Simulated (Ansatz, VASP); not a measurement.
Se: VASP beside Ansatz

```
Se
1.0
     2.52714    0.00000    0.00000
     0.00000    2.52714    0.00000
     0.00000    0.00000    2.52714
Se
1
Direct
  0.00000 0.00000 0.00000
```

Change from the starting cell: volume scaled by 0.76, PAW files.

Alike in both runs: task single point; functional LDA; k mesh 13 × 13 × 13; occupations fermi-dirac, width 0.08 eV; no spin polarisation.

```csv
,VASP,Ansatz
version,VASP 6.6.1,Ansatz 0.2.0
potentials or method,"VASP PAW LDA potentials, release 64 (Se)","PAW with Ansatz's default frozen-core files, scalar-relativistic"
plane-wave cutoff (eV),520,420
valence electrons in the cell,6,16
```

|  | VASP | Ansatz | Ansatz less VASP |
| --- | --- | --- | --- |
| pressure (GPa) | 44.0 | 43.1 | -0.85 |

LDA's correlation is that of Perdew and Zunger in VASP and of Perdew and Wang (1992) in Ansatz. Both programs put the cell under a high pressure, so it lies far from rest at this level. VASP's potentials hold 6 valence electrons a cell and Ansatz's 16, so a difference there can come from the potentials and not from the codes.
